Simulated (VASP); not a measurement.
# MgSnP2 (P-4m2) in VASP: G0W0 quasiparticle levels with LDA

Aim: the G0W0 quasiparticle levels of MgSnP2 with LDA.

All numbers are computed with VASP 6.6.1; they aren't measurements. Logs are shortened: lines on timing, memory, paths and dates and some standing lists are left out, and cuts for length are marked.

**1. The cell of the first run**

Symmetry: P-4m2, No. 115, tetragonal system. Conventional cell: a = 4.085 Å, b = 4.085 Å, c = 5.970 Å, α = 90.00°, β = 90.00°, γ = 90.00°. Within 3.3 Å of Mg (site symmetry -4m2) lie 4 P at 2.52 Å. P (site symmetry 2mm) has 2 Mg at 2.52 Å and 2 Sn at 2.53 Å within 3.3 Å. Sn (site symmetry -4m2) has 4 P at 2.53 Å within 3.3 Å.

**2. G0W0 quasiparticle levels, LDA**

POSCAR

```
MgSnP2
1.0
    4.0847604037      0.0000000000      0.0000000000
    0.0000000000      4.0847604037      0.0000000000
    0.0000000000      0.0000000000      5.9698509109
Mg P Sn
1 2 1
Direct
    0.0000000000      0.0000000000      0.0000000000
    0.0000000000      0.5000000000      0.2485162037
    0.5000000000      0.0000000000      0.7514837963
    0.5000000000      0.5000000000      0.5000000000
```

INCAR.step1

```
ALGO = Normal ; EDIFF = 1E-8
ENCUT = 500 ; ISMEAR = 0
LASPH = True ; LCHARG = False
LREAL = False ; LWAVE = True
NELM = 80 ; PREC = Accurate
SIGMA = 0.01
```

INCAR.step2

```
ALGO = Exact ; EDIFF = 1E-8
ENCUT = 500 ; ISMEAR = 0
ISTART = 1 ; LASPH = True
LCHARG = False ; LOPTICS = True
LREAL = False ; LWAVE = True
NBANDS = 387 ; NELM = 1
PREC = Accurate ; SIGMA = 0.01
```

INCAR.step3

```
ALGO = EVGW0 ; EDIFF = 1E-8
ENCUT = 500 ; ENCUTGW = 140.0
ISMEAR = 0 ; ISTART = 1
LASPH = True ; LCHARG = False
LREAL = False ; LWAVE = False
NBANDS = 387 ; NBANDSGW = 21
NELMGW = 1 ; NOMEGA = 96
OMEGAMAX = 20 ; PREC = Accurate
PRECFOCK = Fast ; SIGMA = 0.01
```

KPOINTS

```
k-points
0
Gamma
  4 4 2
```

Potentials or basis: VASP PAW LDA potentials, release 64 (Mg_GW, P_GW, Sn_d_GW).

On the command line:

```console
cat potpaw_LDA.64/Mg_GW/POTCAR potpaw_LDA.64/P_GW/POTCAR potpaw_LDA.64/Sn_d_GW/POTCAR > POTCAR
cp INCAR.step1 INCAR
mpirun -np 1 vasp_std > vasp.out
cp INCAR.step2 INCAR
mpirun -np 1 vasp_std > vasp.out
cp INCAR.step3 INCAR
mpirun -np 1 vasp_std > vasp.out
```

OUTCAR:

```text
EDIFF = 1E-8
   ENCUT = 500
   ENCUTGW = 140.0
   ISMEAR = 0
   ISTART = 1
   LASPH = True
   LREAL = False
   NELMGW = 1
   PREC = Accurate
   PRECFOCK = Fast

 ion  position               nearest neighbor table
   1  0.000  0.000  0.000-
   2  0.000  0.500  0.249-   4 2.53   4 2.53
   3  0.500  0.000  0.751-   4 2.53   4 2.53
   4  0.500  0.500  0.500-   2 2.53   3 2.53   3 2.53   2 2.53

  LATTYP: Found a simple tetragonal cell.
 ALAT       =     4.0847604037
 C/A-ratio  =     1.4614935323

  Lattice vectors:

 A1 = (   4.0847604037,   0.0000000000,   0.0000000000)
 A2 = (   0.0000000000,   4.0847604037,   0.0000000000)
 A3 = (   0.0000000000,   0.0000000000,   5.9698509109)

Analysis of symmetry for initial positions (statically):
=====================================================================
 Subroutine PRICEL returns:
 Original cell was already a primitive cell.

 Routine SETGRP: Setting up the symmetry group for a
 simple tetragonal supercell.

 Subroutine GETGRP returns: Found  8 space group operations
 (whereof  8 operations were pure point group operations)
 out of a pool of 16 trial point group operations.

The static configuration has the point symmetry D_2d.

Analysis of symmetry for dynamics (positions and initial velocities):
=====================================================================
 Subroutine PRICEL returns:
 Original cell was already a primitive cell.

 Routine SETGRP: Setting up the symmetry group for a
 simple tetragonal supercell.

 Subroutine GETGRP returns: Found  8 space group operations
 (whereof  8 operations were pure point group operations)
 out of a pool of 16 trial point group operations.

The dynamic configuration has the point symmetry D_2d.

 Subroutine INISYM returns: Found  8 space group operations
 (whereof  8 operations are pure point group operations),
 and found     1 'primitive' translations

----------------------------------------------------------------------------------------

                                     Primitive cell

  volume of cell :      99.6086

  direct lattice vectors                    reciprocal lattice vectors
     4.084760404  0.000000000  0.000000000     0.244812401  0.000000000  0.000000000
     0.000000000  4.084760404  0.000000000     0.000000000  0.244812401  0.000000000
     0.000000000  0.000000000  5.969850911     0.000000000  0.000000000  0.167508371

  length of vectors
     4.084760404  4.084760404  5.969850911     0.244812401  0.244812401  0.167508371

  position of ions in fractional coordinates (direct lattice)
     0.000000000  0.000000000  0.000000000
     0.000000000  0.500000000  0.248516204
     0.500000000  0.000000000  0.751483796
     0.500000000  0.500000000  0.500000000

  ion indices of the primitive-cell ions
   primitive index   ion index
                 1           1
                 2           2
                 3           3
                 4           4

----------------------------------------------------------------------------------------

 KPOINTS: k-points

Automatic generation of k-mesh.
 Grid dimensions read from file:
 generate k-points for:    4    4    2

 Generating k-lattice:

  Cartesian coordinates                     Fractional coordinates (reciprocal lattice)
     0.061203100  0.000000000  0.000000000     0.250000000  0.000000000  0.000000000
     0.000000000  0.061203100  0.000000000     0.000000000  0.250000000  0.000000000
     0.000000000  0.000000000  0.083754185     0.000000000  0.000000000  0.500000000

  Length of vectors
     0.061203100  0.061203100  0.083754185

  Shift w.r.t. Gamma in fractional coordinates (k-lattice)
     0.000000000  0.000000000  0.000000000

 Subroutine IBZKPT returns following result:
 ===========================================

 Found     12 irreducible k-points:

 Following reciprocal coordinates:
            Coordinates               Weight
  0.000000  0.000000  0.000000      1.000000
  0.250000  0.000000  0.000000      4.000000
  0.500000  0.000000  0.000000      2.000000
  0.250000  0.250000  0.000000      4.000000
  0.500000  0.250000  0.000000      4.000000
  0.500000  0.500000  0.000000      1.000000
  0.000000  0.000000  0.500000      1.000000
  0.250000  0.000000  0.500000      4.000000
  0.500000  0.000000  0.500000      2.000000
  0.250000  0.250000  0.500000      4.000000
  0.500000  0.250000  0.500000      4.000000
  0.500000  0.500000  0.500000      1.000000
   k-points           NKPTS =     12   k-points in BZ     NKDIM =     32   number of bands    NBANDS=    387
   number of dos      NEDOS =    301   number of ions     NIONS =      4
   total plane-waves  NPLWV =  43200
   dimension x,y,z NGX =    30 NGY =   30 NGZ =   48
   dimension x,y,z NGXF=    60 NGYF=   60 NGZF=   96
   ions per type =               1   2   1
   NGX,Y,Z   is equivalent  to a cutoff of  12.21, 12.21, 13.37 a.u.
   NGXF,Y,Z  is equivalent  to a cutoff of  24.42, 24.42, 26.73 a.u.
 SYSTEM =  unknown system
   PREC   = accura    normal or accurate (medium, high low for compatibility)
   ISTART =      1    job   : 0-new  1-cont  2-samecut
   ICHARG =      0    charge: 1-file 2-atom 10-const
   ISPIN  =      1    spin polarized calculation?
   LNONCOLLINEAR =      F non collinear calculations
   LSORBIT =      F    spin-orbit coupling
   LASPH  =      T    aspherical Exc in radial PAW
   ENCUT  =  500.0 eV  36.75 Ry    6.06 a.u.   7.45  7.45 10.88*2*pi/ulx,y,z
   NELM   =     60;   NELMIN=  2; NELMDL=  0     # of ELM steps
   EDIFF  = 0.1E-07   stopping-criterion for ELM
   LREAL  =      F    real-space projection
   EDIFFG = 0.1E-06   stopping-criterion for IOM
   NSW    =      0    number of steps for IOM
   IBRION =     -1    ionic relax: 0-MD 1-quasi-New 2-CG
   NFREE  =      0    steps in history (QN), initial steepest desc. (CG)
   ISIF   =      0    stress and relaxation
   ISYM   =      3    0-nonsym 1-usesym 2-fastsym
   POTIM  = 0.5000    time-step for ionic-motion
   TEBEG  =    0.0;   TEEND  =   0.0 temperature during run
   PSTRESS=    0.0 pullay stress
   NELECT =      26.0000    total number of electrons
   NUPDOWN=      -1.0000    fix difference up-down
   EMIN   =  10.00;   EMAX   =-10.00  energy-range for DOS
   EFERMI =   0.00;   METHOD = LEGACY
   ISMEAR =     0;   SIGMA  =   0.01  broadening in eV -4-tet -1-fermi 0-gaus
   EFERMI_NEDOS =   21; number of points for ismear=-14 and -15
   IALGO  =     38    algorithm
   IMIX   =      4    mixing-type and parameters
     AMIX     =   0.40;   BMIX     =  1.00
     AMIX_MAG =   1.60;   BMIX_MAG =  1.00
  volume/ion in A,a.u.               =      24.90       168.05
  Fermi-wavevector in a.u.,A,eV,Ry     =   1.046246  1.977118 14.893349  1.094630
  Thomas-Fermi vector in A             =   2.181076
   LORBIT       =      0    0 simple, 1 ext, 2 COOP (PROOUT), +10 PAW based schemes
   GGA     = CA    functional components
   LHFCALC =     T    Hartree Fock is set to
   PRECFOCK=fast      Normal, Fast or Accurate (Low or Medium for compatibility)
   ENCUT4O =  -1.0   cutoff for four orbital integrals eV
   NKREDX  =     1    reduce k-point grid by
   NKREDY  =     1    reduce k-point grid by
   NKREDZ  =     1    reduce k-point grid by
   AEXX    =    1.0000 exact exchange contribution
   HFSCREEN=    0.0000 screening length (either q_TF or 0.3 A-1)
   HFSCREENC=   0.0000 screening length for correlation (either q_TF or 0.3 A-1)
   ENCUTFOCK=  -1.0 apply spherical cutoff to Coloumb kernel
   IVDW    =     0    specifies the selected vdW correction
   LEPSILON=     F    determine dielectric tensor
   LRPA    =     F    only Hartree local field effects (RPA)
   LRPAFORCE           =     F    calculate RPA forces
   ENCUTGW             = 140.0    cutoff for response function in eV
   ENCUTGWSOFT         = 112.0    soft cutoff for Coulomb kernel in GW response function in eV
   ENCUTLF             =  -1.0    cutoff for local field effects
   NELMGW              =     1    number of iterations in solving QP/BSE equation
   NELMHF              =     1    number of iterations in the inner HF iteration
   NKREDLFX            =     1    NKREDLFY  =   1   NKREDLFZ  =   1
 non-spin polarized calculation
 Gauss-broadening in eV      SIGMA  =   0.01
  energy-cutoff  :      500.00
  volume of cell :       99.61
 maximum number of plane-waves:      2566
 NGX is ok and might be reduce to    30
  NGX = 16; NGY = 16; NGZ = 24
   NGX = 15   NGY = 15   NGZ = 21
 maximum number of plane-waves:       386

 QP shifts <psi_nk| G(iteration)W_0 |psi_nk>: iteration 1
 for sc-GW calculations column KS-energies equals QP-energies in previous step
 and V_xc(KS)=  KS-energies - (<T + V_ion + V_H > + <T+V_H+V_ion>^1  + <V_x>^1)

 k-point   1 :       0.0000    0.0000    0.0000
  band No.  KS-energies  QP-energies   sigma(KS)   V_xc(KS)     V^pw_x(r,r')   Z            occupation Imag(sigma)

      1     -18.4024     -20.6320     -20.7573     -17.4252     -27.0026       0.6691       2.0000       0.3486
      2     -18.3859     -20.6598     -20.8461     -17.4653     -27.0616       0.6726       2.0000       0.3281
      3     -18.3859     -20.6598     -20.8461     -17.4653     -27.0616       0.6726       2.0000       0.3281
      4     -18.3561     -20.5852     -20.7952     -17.4476     -26.9818       0.6659       2.0000       0.2769
      5     -18.3067     -20.5698     -20.8421     -17.4714     -27.0266       0.6714       2.0000       0.2763
      6      -8.6120      -8.8233     -11.8181     -11.4649     -18.1753       0.5985       2.0000       1.0058
[... 13 lines left out ...]
     20      11.2623      11.4738      -9.0786      -9.3742      -3.6098       0.7157       0.0000      -0.3207
     21      11.4434      11.7117      -9.1786      -9.5542      -3.8060       0.7144       0.0000      -0.2971

 k-point   2 :       0.2500    0.0000    0.0000
  band No.  KS-energies  QP-energies   sigma(KS)   V_xc(KS)     V^pw_x(r,r')   Z            occupation Imag(sigma)

      1     -18.3986     -20.6452     -20.7938     -17.4440     -27.0382       0.6707       2.0000       0.3454
      2     -18.3859     -20.6494     -20.8260     -17.4569     -27.0436       0.6718       2.0000       0.3297
      3     -18.3859     -20.6494     -20.8260     -17.4569     -27.0436       0.6718       2.0000       0.3297
      4     -18.3512     -20.5852     -20.8032     -17.4541     -26.9886       0.6670       2.0000       0.2790
      5     -18.3101     -20.5691     -20.8357     -17.4670     -27.0226       0.6706       2.0000       0.2784
      6      -8.2122      -8.4419     -11.9363     -11.5626     -18.1109       0.6147       2.0000       0.9692
[... 13 lines left out ...]
     20      10.3558      10.6300      -9.5480      -9.9326      -4.2746       0.7128       0.0000      -0.2511
     21      10.4509      10.6737      -8.6932      -9.0011      -3.7124       0.7239       0.0000      -0.2187
[... 208 lines left out ...]
      5     -18.3175     -20.5688     -20.8202     -17.4569     -27.0119       0.6694       2.0000       0.2826
      6      -7.0039      -7.2541     -12.3967     -12.0026     -18.0693       0.6349       2.0000       0.8104
[... 13 lines left out ...]
     20       9.6712       9.9939      -9.3312      -9.7857      -4.3530       0.7100       0.0000      -0.1850
     21      10.1838      10.4534      -9.2564      -9.6347      -4.1876       0.7127       0.0000      -0.2110

 k-point  12 :       0.5000    0.5000    0.5000
  band No.  KS-energies  QP-energies   sigma(KS)   V_xc(KS)     V^pw_x(r,r')   Z            occupation Imag(sigma)

      1     -18.4026     -20.6413     -20.7918     -17.4449     -27.0426       0.6689       2.0000       0.3423
      2     -18.4026     -20.6413     -20.7918     -17.4449     -27.0426       0.6689       2.0000       0.3423
      3     -18.3472     -20.6115     -20.8542     -17.4864     -27.0444       0.6724       2.0000       0.3171
      4     -18.3416     -20.5970     -20.8189     -17.4645     -26.9955       0.6724       2.0000       0.2841
      5     -18.3214     -20.5655     -20.8116     -17.4514     -27.0056       0.6678       2.0000       0.2841
      6      -6.2305      -6.4865     -12.5947     -12.1966     -18.2355       0.6431       2.0000       0.7846
[... 13 lines left out ...]
     20       9.0879       9.5066      -9.2024      -9.7879      -4.3229       0.7151       0.0000      -0.1629
     21       9.1851       9.4194      -8.8182      -9.1392      -4.2135       0.7301       0.0000      -0.1332
```

It took 21 min on 1 thread of Intel Xeon 6975P-C (Granite Rapids), shared host; peak memory 2 GiB.

What came out:

| Quantity | Value |
| --- | --- |
| Quasiparticle gap | 1.15 eV |
| Least direct quasiparticle gap | 1.15 eV |
| Band gap of the starting levels on the mesh | 0.45 eV |
| Least direct gap of the starting levels on the mesh | 0.45 eV |

Caveat: the k points lie up to 0.53 Å⁻¹ apart; bands, screening cutoff and mesh are small and nothing is extrapolated, so the quasiparticle values aren't converged; spin-orbit coupling is left out, which moves the levels of the heavy elements.
